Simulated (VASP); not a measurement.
Input of a VASP 6.6.1 run:

The input INCAR:

```
ALGO = Normal
EDIFF = 1E-6
ENCUT = 520
GGA = PS
ISIF = 2
ISMEAR = -1
LASPH = T
LCHARG = F
LREAL = F
LWAVE = F
NBANDS = 9
NELM = 100
PREC = Accurate
SIGMA = 0.05
```

File KPOINTS:

```
k-points
0
Gamma
  7 7 7
```

POSCAR

```
Te
1.0
    2.2925911978      1.3082554496      1.6909537039
   -2.3192174876      1.3543735364      1.6909537039
    0.0266262899     -2.6626289860      1.6909537039
Te
1
Direct
    0.5000000000      0.5000000000      0.5000000000
```

Potentials or basis: VASP PAW PBE potentials, release 64 (Te).

Run with:

```sh
$ cat potpaw_PBE.64/Te/POTCAR > POTCAR
$ mpirun -np 1 vasp_std > vasp.out
```

(1) What does it give for the pressure?

(2) Predict the band gap on the k mesh.

Answers

(1) -0.4 GPa.

(2) zero (band 3 reaches 9.32 eV, above the bottom of band 4 at 4.44 eV).

Caveat: the PAW data sets were made with another functional, which shifts forces and pressure a little; spin-orbit coupling is left out, which moves the levels of the heavy elements.
